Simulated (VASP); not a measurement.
Wanted: the native input for a VASP 6.6.1 run.

```yaml
Task: single point
Functional: PBE
Potentials_or_basis: VASP PAW PBE potentials, release 64 (Li_sv, Zn, O)
Cutoff: 520 eV
k_mesh: 6 × 6 × 4
Occupations: gaussian, width 0.1 eV
Spin: no spin polarisation
Dipole_correction: no
Further_INCAR_settings: ALGO = Normal; EDIFF = 1e-06; NBANDS = 23
```

The structure of Li2ZnO2 lies in POSCAR:

```
Li2ZnO2
1.0
    2.8729984743      0.0000000000      0.0000000000
    0.0000000000      2.8729984743      0.0000000000
    0.0000000000      0.0000000000      7.8747762761
Li Zn O
2 1 2
Direct
    0.5000000000      0.5000000000      0.2814220398
    0.5000000000      0.5000000000      0.7185779602
    0.0000000000      0.0000000000      0.0000000000
    0.0000000000      0.0000000000      0.5000000000
    0.5000000000      0.5000000000      0.5000000000
```

The cell was generated, and may not be a known phase.

These files were run (other wordings do the same):

INCAR

```
SYSTEM = Li2ZnO2
PREC = Accurate ; ENCUT = 520
EDIFF = 1E-6 ; ISMEAR = 0
SIGMA = 0.1 ; LREAL = .False.
LASPH = .True. ; NELM = 60
ALGO = Normal ; ISIF = 2
LWAVE = .False. ; LCHARG = .False.
GGA = PE ; NBANDS = 23
```

KPOINTS

```
regular mesh
0
Gamma
  6 6 4
  0 0 0
```

Potentials or basis: VASP PAW PBE potentials, release 64 (Li_sv, Zn, O).

Launch:

```sh
$ cat potpaw_PBE.64/Li_sv/POTCAR potpaw_PBE.64/Zn/POTCAR potpaw_PBE.64/O/POTCAR > POTCAR
$ mpirun -np 1 vasp_std > vasp.out
```

It gave:

The largest force is 0.075 eV/Å and the band gap on the k mesh is zero (bands 15 and 16 overlap by 3.31 eV).

Caveat: the k points lie up to 0.36 Å⁻¹ apart, too coarse for converged energies and pressures of a metal.

Wall time 33 s on 1 thread of Intel(R) Xeon(R) Platinum 8488C (Sapphire Rapids) (shared host), peak memory 0.19 GiB.
